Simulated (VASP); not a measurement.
The system is AgRhF4.

```
Ag Rh F
1.0
     4.96161    0.00000    0.00000
    -2.48080    4.29688    0.00000
     0.00000    0.00000    3.69985
Ag Rh F
1 1 4
Direct
  0.33333 0.66667 0.00000
  0.00000 0.00000 0.00000
  0.66667 0.33333 0.00000
  0.99354 0.49677 0.50000
  0.50323 0.49677 0.50000
  0.50323 0.00646 0.50000
```

The cell was built from a structure type or drawn by symmetry, and may not be a known phase.

* Program: VASP 6.6.1
* Task: relaxation of cell and atoms
* Functional: PBE
* Potentials or basis: VASP PAW PBE potentials, release 64 (Ag, Rh_pv, F)
* Cutoff: 600 eV
* k mesh: 3 × 3 × 3
* Occupations: gaussian, width 0.15 eV
* Spin: collinear spin, ferromagnetic start
* Starting moments: [0.0, 1.0, 0.0, 0.0, 0.0, 0.0] μB

At the start: pressure -1.2 GPa; volume 13.15 Å³/atom.

**Question.** Where does the relaxation end?

**Answer.** Over 7 steps the energy falls by 28.2 meV/atom and the volume is 13.41 Å³/atom (+2.0 %); space group P-6m2 (No. 187, to 0.1 Å) before and after; moment 4.00 μB per cell.

Step by step:
| step | energy change (eV) | largest force (eV/Å) | pressure (GPa) | volume (Å³) |
| --- | --- | --- | --- | --- |
| 1 | 0.0000 | 0.9890 | -1.20 | 78.88 |
| 2 | -0.1117 | 0.3894 | 0.36 | 77.76 |
| 3 | -0.1289 | 0.0134 | 1.54 | 77.15 |
| 4 | -0.1460 | 0.0267 | 0.50 | 78.52 |
| 5 | -0.1543 | 0.0771 | -0.80 | 80.58 |
| 6 | -0.1657 | 0.0754 | -0.34 | 80.51 |
| 7 | -0.1692 | 0.0779 | 0.11 | 80.44 |

Final structure:
```yaml
crystal:
  lattice:
    - [5.13484, 0.00000, 0.00000]
    - [-2.56742, 4.44690, 0.00000]
    - [0.00000, 0.00000, 3.52298]
  atoms:
    - { symbol: Ag, position: [0.33333, 0.66667, 0.00000] }
    - { symbol: Rh, position: [0.00000, 0.00000, 0.00000] }
    - { symbol: F, position: [0.66667, 0.33333, 0.00000] }
    - { symbol: F, position: [0.01547, 0.50774, 0.50000] }
    - { symbol: F, position: [0.49226, 0.50774, 0.50000] }
    - { symbol: F, position: [0.49227, 0.98453, 0.50000] }
```

Caveat: the k points lie up to 0.59 Å⁻¹ apart in the final cell; the relaxation stopped at a loose force limit of 0.08 eV/Å, so its end isn't a converged minimum.
